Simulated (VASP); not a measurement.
# Sc2Al (P6_3/mmc) in VASP: a series of runs

Runs on Sc2Al. Level: PBEsol. Tasks: single point.

All numbers are computed with VASP 6.6.1; they aren't measurements. Logs are shortened: lines on timing, memory, paths and dates and some standing lists are left out, and cuts for length are marked.

### Step 1. The cell of the first run

Symmetry: P6_3/mmc, No. 194, hexagonal system. Conventional cell: a = 4.730 Å, b = 4.730 Å, c = 6.238 Å, α = 90.00°, β = 90.00°, γ = 120.00°. Within 4.1 Å of Sc (site symmetry -3m) lie 8 Sc at 3.12 to 3.14 Å and 6 Al at 3.14 Å. Sc (site symmetry -6m2) has 5 Al at 2.73 to 3.12 Å and 6 Sc at 3.14 Å within 3.6 Å. Within 3.6 Å of Al (site symmetry -6m2) lie 11 Sc at 2.73 to 3.14 Å.

### Step 2. Single point, PBEsol (strain -0.025 along x and y, +0.025 along z)

File INCAR:

```
SYSTEM = Sc2Al
PREC     = Accurate       ! precision mode
ENCUT    = 520            ! plane-wave cutoff, eV
EDIFF    = 1E-6           ! SCF threshold, eV
ISMEAR   = 0              ! smearing method
SIGMA    = 0.15           ! smearing width, eV
LREAL    = .FALSE.        ! projectors in reciprocal space
LASPH    = .TRUE.         ! aspherical terms in the spheres
NELM     = 100            ! most SCF steps
ALGO     = Fast           ! electronic algorithm
ISIF     = 2              ! what is computed and relaxed
LWAVE    = .FALSE.        ! write WAVECAR
LCHARG   = .FALSE.        ! write CHGCAR
GGA      = PS             ! functional
NBANDS   = 34             ! bands
```

File KPOINTS:

```
Automatic mesh
0
G
  12 12 8
  0 0 0
```

File POSCAR:

```
Sc2Al
1.0
    4.7296264979      0.0000000000      0.0000000000
   -2.3648132490      4.0959766976      0.0000000000
    0.0000000000      0.0000000000      6.2375876032
Sc Al
4 2
Direct
    0.0000000000      0.0000000000      0.0000000000
    0.0000000000      0.0000000000      0.5000000000
    0.3333333333      0.6666666667      0.7500000000
    0.6666666667      0.3333333333      0.2500000000
    0.3333333333      0.6666666667      0.2500000000
    0.6666666667      0.3333333333      0.7500000000
```

Potentials or basis: VASP PAW PBE potentials, release 64 (Sc_sv, Al).

Run with:

```console
> cat potpaw_PBE.64/Sc_sv/POTCAR potpaw_PBE.64/Al/POTCAR > POTCAR
> mpirun -np 1 vasp_std > vasp.out
```

OUTCAR:

```text
SYSTEM = Sc2Al
   PREC = Accurate
   ENCUT = 520
   EDIFF = 1E-6
   ISMEAR = 0
   LREAL = .FALSE.
   LASPH = .TRUE.
   NELM = 100
   ISIF = 2
   GGA = PS

 ion  position               nearest neighbor table
   1  0.000  0.000  0.000-   2 3.12   2 3.12   4 3.14   5 3.14   6 3.14   3 3.14   4 3.14   6 3.14
                             3 3.14   5 3.14   4 3.14   6 3.14   3 3.14   5 3.14
   2  0.000  0.000  0.500-   1 3.12   1 3.12   4 3.14   5 3.14   6 3.14   3 3.14   4 3.14   6 3.14
                             3 3.14   5 3.14   4 3.14   6 3.14   3 3.14   5 3.14
   3  0.333  0.667  0.750-   6 2.73   6 2.73   6 2.73   5 3.12   5 3.12   1 3.14   2 3.14   2 3.14
                             1 3.14   2 3.14   1 3.14
   4  0.667  0.333  0.250-   5 2.73   5 2.73   5 2.73   6 3.12   6 3.12   1 3.14   2 3.14   1 3.14
                             2 3.14   1 3.14   2 3.14
   5  0.333  0.667  0.250-   4 2.73   4 2.73   4 2.73   3 3.12   3 3.12   1 3.14   2 3.14   2 3.14
                             1 3.14   2 3.14   1 3.14
   6  0.667  0.333  0.750-   3 2.73   3 2.73   3 2.73   4 3.12   4 3.12   1 3.14   2 3.14   1 3.14
                             2 3.14   1 3.14   2 3.14

  LATTYP: Found a hexagonal cell.
 ALAT       =     4.7296264979
 C/A-ratio  =     1.3188330212

  Lattice vectors:

 A1 = (   4.7296264979,   0.0000000000,   0.0000000000)
 A2 = (  -2.3648132490,   4.0959766976,   0.0000000000)
 A3 = (   0.0000000000,   0.0000000000,   6.2375876032)

Analysis of symmetry for initial positions (statically):
=====================================================================
 Subroutine PRICEL returns:
 Original cell was already a primitive cell.

 Routine SETGRP: Setting up the symmetry group for a
 hexagonal supercell.

 Subroutine GETGRP returns: Found 24 space group operations
 (whereof 12 operations were pure point group operations)
 out of a pool of 24 trial point group operations.

The static configuration has the point symmetry D_3d.
 The point group associated with its full space group is D_6h.

Analysis of symmetry for dynamics (positions and initial velocities):
=====================================================================
 Subroutine PRICEL returns:
 Original cell was already a primitive cell.

 Routine SETGRP: Setting up the symmetry group for a
 hexagonal supercell.

 Subroutine GETGRP returns: Found 24 space group operations
 (whereof 12 operations were pure point group operations)
 out of a pool of 24 trial point group operations.

[... 99 lines left out ...]
 SYSTEM =  Sc2Al
   PREC   = accura    normal or accurate (medium, high low for compatibility)
   ISTART =      0    job   : 0-new  1-cont  2-samecut
   ICHARG =      2    charge: 1-file 2-atom 10-const
   ISPIN  =      1    spin polarized calculation?
   LNONCOLLINEAR =      F non collinear calculations
   LSORBIT =      F    spin-orbit coupling
   LASPH  =      T    aspherical Exc in radial PAW
   ENCUT  =  520.0 eV  38.22 Ry    6.18 a.u.   8.79  8.79 11.60*2*pi/ulx,y,z
   NELM   =    100;   NELMIN=  2; NELMDL= -5     # of ELM steps
   EDIFF  = 0.1E-05   stopping-criterion for ELM
   LREAL  =      F    real-space projection
[... 7 lines left out ...]
   TEBEG  =    0.0;   TEEND  =   0.0 temperature during run
   PSTRESS=    0.0 pullay stress
   NELECT =      50.0000    total number of electrons
   NUPDOWN=      -1.0000    fix difference up-down
   EMIN   =  10.00;   EMAX   =-10.00  energy-range for DOS
   EFERMI =   0.00;   METHOD = LEGACY
   ISMEAR =     0;   SIGMA  =   0.15  broadening in eV -4-tet -1-fermi 0-gaus
   EFERMI_NEDOS =   21; number of points for ismear=-14 and -15
   IALGO  =     68    algorithm
   IMIX   =      4    mixing-type and parameters
     AMIX     =   0.40;   BMIX     =  1.00
     AMIX_MAG =   1.60;   BMIX_MAG =  1.00
  volume/ion in A,a.u.               =      20.14       135.91
  Fermi-wavevector in a.u.,A,eV,Ry     =   1.219919  2.305314 20.248239  1.488204
  Thomas-Fermi vector in A             =   2.355155
   LORBIT       =      0    0 simple, 1 ext, 2 COOP (PROOUT), +10 PAW based schemes
   GGA     = PS    functional components
   LHFCALC =     F    Hartree Fock is set to
   AEXX    =    0.0000 exact exchange contribution
   IVDW    =     0    specifies the selected vdW correction
   LEPSILON=     F    determine dielectric tensor
   LRPA    =     F    only Hartree local field effects (RPA)
 non-spin polarized calculation
 RMM-DIIS sequential band-by-band and
 Gauss-broadening in eV      SIGMA  =   0.15
  energy-cutoff  :      520.00
  volume of cell :      120.84
 maximum number of plane-waves:      3288
 NGX is ok and might be reduce to    36
   NGX = 17   NGY = 17   NGZ = 23

 number of electron      50.0000004 magnetization

 Free energy of the ion-electron system (eV)
  ---------------------------------------------------
  ext. energy  EPLUGINS =         0.00000000
  ---------------------------------------------------
  free energy    TOTEN  =       -36.64991172 eV

  energy without entropy =      -36.56357629  energy(sigma->0) =      -36.60674400

 E-fermi :   5.1291     XC(G=0): -10.4095

 val. band max:        5.1245011620   @ k =   0.3333   0.1667   0.1250
 cond. band min:       5.1302924536   @ k =   0.0833   0.0833   0.3750
 fundamental gap:      0.0057912916
 Fermi energy:         5.1290764161

 k-point     1 :       0.0000    0.0000    0.0000
  band No.  band energies     occupation
      1     -44.0467      2.00000
      2     -43.9946      2.00000
      3     -43.9037      2.00000
      4     -43.8893      2.00000
      5     -22.8873      2.00000
      6     -22.8866      2.00000
[... 877 lines left out ...]
     33       7.2213      0.00000
     34       7.7949      0.00000

 [... further k-points ...]
[... 5 lines left out ...]
  --------------------------------------------------------------------------------------
  -------------------------------------------------------------------------------------
  Total        3.6513680      3.6513680     -1.3438910     -0.0000000      0.0000000      0.0000000
  in kB       48.4133576     48.4133576    -17.8186025     -0.0000000      0.0000000      0.0000000
  external PRESSURE =      26.3360376 kB  Pullay stress =       0.0000000 kB

 VOLUME and BASIS-vectors are now :
 -----------------------------------------------------------------------------
  energy-cutoff  :      520.00
  volume of cell :      120.84
      direct lattice vectors                 reciprocal lattice vectors
     4.729626498  0.000000000  0.000000000     0.211433186  0.122071007  0.000000000
    -2.364813249  4.095976698  0.000000000     0.000000000  0.244142014  0.000000000
     0.000000000  0.000000000  6.237587603     0.000000000  0.000000000  0.160318390

 POSITION                                       TOTAL-FORCE (eV/Angst)
 -----------------------------------------------------------------------------------
      0.00000      0.00000      0.00000         0.000000      0.000000      0.000000
      0.00000      0.00000      3.11879         0.000000      0.000000      0.000000
     -0.00000      2.73065      4.67819        -0.000000      0.000000     -0.000000
      2.36481      1.36533      1.55940        -0.000000     -0.000000     -0.000000
     -0.00000      2.73065      1.55940        -0.000000      0.000000      0.000000
      2.36481      1.36533      4.67819         0.000000     -0.000000      0.000000
 -----------------------------------------------------------------------------------
    total drift:                               -0.000000      0.000000     -0.000000

  FREE ENERGIE OF THE ION-ELECTRON SYSTEM (eV)
  ---------------------------------------------------
  free  energy   TOTEN  =       -36.6499117168 eV

  energy  without entropy=      -36.5635762917  energy(sigma->0) =      -36.60674400
```

Wall time 6 min (1 thread of Intel Xeon Platinum 8559C (Emerald Rapids), shared host); peak memory 0.44 GiB.

Results:

```yaml
Free_energy: -36.6499 eV
Pressure: 2.6 GPa
Band_gap_on_the_k_mesh: zero (bands 25 and 26 overlap by 0.80 eV)
```

Caveat: the cell differs from its parent crystal (strain -0.025 along x and y, +0.025 along z); the stress differs along the axes, from -2 to 5 GPa; the PAW data sets were made with another functional, which shifts forces and pressure a little.

### Step 3. Single point, PBEsol (strain +0.000 along x and y, -0.025 along z)

File INCAR:

```
PREC = Accurate
ENCUT = 520
EDIFF = 1E-7
ISMEAR = 0
SIGMA = 0.15
LREAL = F
LASPH = T
NELM = 100
ALGO = Fast
ISIF = 2
LWAVE = F
LCHARG = F
GGA = PS
NBANDS = 34
```

File KPOINTS:

```
Automatic mesh
0
Gamma
  12 12 8
```

Edit POSCAR of step 2 so:

```diff
@@ -2,5 +2,5 @@
 1.0
-    4.7296264979      0.0000000000      0.0000000000
-   -2.3648132490      4.0959766976      0.0000000000
-    0.0000000000      0.0000000000      6.2375876032
+    4.8508989722      0.0000000000      0.0000000000
+   -2.4254494861      4.2010017412      0.0000000000
+    0.0000000000      0.0000000000      5.9333150372
 Sc Al
```

Potentials or basis: VASP PAW PBE potentials, release 64 (Sc_sv, Al).

Run with:

```console
> cat potpaw_PBE.64/Sc_sv/POTCAR potpaw_PBE.64/Al/POTCAR > POTCAR
> mpirun -np 1 vasp_std > vasp.out
```

Wall time 7 min (1 thread of Intel Xeon Platinum 8559C (Emerald Rapids), shared host); peak memory 0.45 GiB.

Results (log left out):

* Free energy: -36.7173 eV
* Pressure: 1.9 GPa
* Band gap on the k mesh: zero (bands 25 and 26 overlap by 0.79 eV)

Stress tensor (GPa, compression positive):
```
0.83 0.00 0.00
0.00 0.83 0.00
0.00 0.00 4.13
```

Levels at points of the mesh, in eV from the Fermi level:
| k point | band 21 | band 22 | band 23 | band 24 | band 25 | band 26 | band 27 | band 28 | band 29 | band 30 |
| --- | --- | --- | --- | --- | --- | --- | --- | --- | --- | --- |
| (0.00, 0.00, 0.00) | -1.87 | -0.71 | -0.65 | -0.65 | -0.39 | -0.39 | -0.09 | -0.09 | 1.98 | 2.14 |
| (0.50, 0.00, 0.00) | -1.17 | -1.15 | -0.88 | -0.87 | -0.70 | 0.23 | 0.36 | 0.77 | 1.26 | 1.34 |
| (0.00, 0.00, 0.50) | -1.54 | -1.54 | -0.99 | -0.99 | 0.12 | 0.12 | 0.12 | 0.12 | 1.60 | 1.60 |
| (0.50, 0.00, 0.50) | -1.09 | -1.09 | -0.92 | -0.92 | 0.24 | 0.24 | 0.53 | 0.53 | 1.23 | 1.23 |

Caveat: the cell differs from its parent crystal (strain +0.000 along x and y, -0.025 along z); the PAW data sets were made with another functional, which shifts forces and pressure a little.

### Step 4. Single point, PBEsol (strain -0.025 along x and y, +0.050 along z)

File INCAR:

```
SYSTEM = Sc2Al
ALGO = Fast
EDIFF = 1E-7
ENCUT = 520
GGA = PS
ISIF = 2
ISMEAR = 0
LASPH = .TRUE.
LCHARG = .FALSE.
LREAL = .FALSE.
LWAVE = .FALSE.
NBANDS = 34
NELM = 60
PREC = Accurate
SIGMA = 0.15
```

File KPOINTS:

```
k-points
0
G
  12 12 8
  0 0 0
```

Edit POSCAR of step 3 so:

```diff
@@ -2,5 +2,5 @@
 1.0
-    4.8508989722      0.0000000000      0.0000000000
-   -2.4254494861      4.2010017412      0.0000000000
-    0.0000000000      0.0000000000      5.9333150372
+    4.7296264979      0.0000000000      0.0000000000
+   -2.3648132490      4.0959766976      0.0000000000
+    0.0000000000      0.0000000000      6.3897238862
 Sc Al
```

Run with:

```console
> cat potpaw_PBE.64/Sc_sv/POTCAR potpaw_PBE.64/Al/POTCAR > POTCAR
> mpirun -np 1 vasp_std > vasp.out
```

Wall time 7.7 min (1 thread of Intel Xeon Platinum 8559C (Emerald Rapids), shared host); peak memory 0.45 GiB.

The run converged. Its results:

- Free energy: -36.5888 eV
- Pressure: 1.0 GPa
- Band gap on the k mesh: zero (bands 25 and 26 overlap by 0.77 eV)

Stress tensor (GPa, compression positive):
```
 3.97  0.00  0.00
 0.00  3.97  0.00
 0.00  0.00 -4.90
```

Levels at points of the mesh, in eV from the Fermi level:
```
           k point  band 21  band 22  band 23  band 24  band 25  band 26  band 27  band 28  band 29  band 30
(0.00, 0.00, 0.00)    -1.83    -0.69    -0.67    -0.67    -0.47    -0.47     0.08     0.08     2.02     2.02
(0.50, 0.00, 0.00)    -1.41    -1.26    -1.10    -0.65    -0.62     0.26     0.46     1.05     1.07     1.16
(0.00, 0.00, 0.50)    -1.48    -1.48    -1.30    -1.30     0.06     0.06     0.06     0.06     1.71     1.71
(0.50, 0.00, 0.50)    -1.25    -1.25    -0.71    -0.71     0.15     0.15     0.49     0.49     1.15     1.15
```

Caveat: the cell differs from its parent crystal (strain -0.025 along x and y, +0.050 along z); the stress differs along the axes, from -5 to 4 GPa; the PAW data sets were made with another functional, which shifts forces and pressure a little.

### Step 5. Overview

```csv
cell,further INCAR settings,gap on the mesh (eV),pressure (GPa)
"a = 4.730, b = 4.730, c = 6.238 Å, angles 90.0, 90.0, 120.0°, 6 atoms",ALGO = Fast; EDIFF = 1e-06; NBANDS = 34,none,2.6
"a = 4.851, b = 4.851, c = 5.933 Å, angles 90.0, 90.0, 120.0°, 6 atoms",ALGO = Fast; EDIFF = 1e-07; NBANDS = 34,none,1.9
"a = 4.730, b = 4.730, c = 6.390 Å, angles 90.0, 90.0, 120.0°, 6 atoms",ALGO = Fast; EDIFF = 1e-07; NBANDS = 34,none,1.0
```

Alike in all rows: task single point; level PBEsol; potentials or basis VASP PAW PBE potentials, release 64 (Sc_sv, Al); no spin polarisation; k mesh 12 × 12 × 8; cutoff (eV) 520; smearing gaussian 0.15 eV.

Caveats: the PAW data sets were made with another functional, which shifts forces and pressure a little; the stress differs along the axes, from -2 to 5 GPa (at least some runs); the stress differs along the axes, from -5 to 4 GPa (at least some runs).

Total energies depend on the potentials used, so only differences within one code and one set of settings carry meaning.
